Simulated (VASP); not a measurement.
Input of a VASP 6.6.1 run:

File INCAR:

```
SYSTEM = Cd2S
PREC = Accurate
ENCUT = 520
EDIFF = 1E-6
ISMEAR = 0
SIGMA = 0.1
LREAL = .FALSE.
LASPH = .TRUE.
NELM = 80
ALGO = Normal
ISIF = 2
LWAVE = .FALSE.
LCHARG = .FALSE.
GGA = PE
NBANDS = 22
```

The input KPOINTS:

```
regular mesh
0
G
  6 6 6
  0 0 0
```

POSCAR

```
Cd2S
1.0
   -2.2337837200      2.2337837200      3.7043044900
    2.2337837200     -2.2337837200      3.7043044900
    2.2337837200      2.2337837200     -3.7043044900
Cd S
2 1
Direct
    0.6837205600      0.6837205600      0.0000000000
    0.3162794400      0.3162794400      0.0000000000
    0.0000000000      0.0000000000      0.0000000000
```

Potentials or basis: VASP PAW PBE potentials, release 64 (Cd, S).

The run is started by

```console
$ cat potpaw_PBE.64/Cd/POTCAR potpaw_PBE.64/S/POTCAR > POTCAR
$ mpirun -np 1 vasp_std > vasp.out
```

Task: What does it give for the largest force?

Result: 1.671 eV/Å.

Task: Estimate the band gap on the k mesh.

Result: 0.11 eV (least direct gap 0.38 eV).

Task: What does it give for the pressure?

Result: 6.3 GPa.

Forces on the atoms (eV/Å):
```
Cd   0.000  0.000 -1.671
Cd   0.000  0.000  1.671
S    0.000  0.000  0.000
```

Caveat: the cell stands under pressure; forces of over 1 eV/Å act on the atoms, so gaps and moduli don't describe the material at rest. A k mesh can miss the band edges.
